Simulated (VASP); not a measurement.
MgO (Periclase):

```
CELL_PARAMETERS angstrom
0.00000 2.17658 2.17658
2.17658 0.00000 2.17658
2.17658 2.17658 0.00000
ATOMIC_POSITIONS crystal
Mg 0.00000 0.00000 0.00000
O 0.50000 0.50000 0.50000
```

This cell differs from its parent crystal: strain +3.5%.

Base run:

* Program: VASP 6.6.1
* Functional: PBE
* Potentials or basis: VASP PAW PBE potentials, release 64 (Mg, O)
* Cutoff: 520 eV
* k mesh: 10 × 10 × 10
* Occupations: fermi-dirac, width 0.02 eV
* Spin: no spin polarisation

Its results: band gap on the k mesh 3.82 eV, direct; pressure -9.7 GPa.

**Question.** The run is repeated on the same cell with these changes: functional from PBE to r2SCAN; occupations from fermi-dirac, width 0.02 eV to gaussian, width 0.01 eV. What comes out?

**Answer.** Band gap on the k mesh 4.66 eV, direct; pressure -15.1 GPa.

Caveats: the PAW data sets were made with another functional, which shifts forces and pressure a little (some runs).

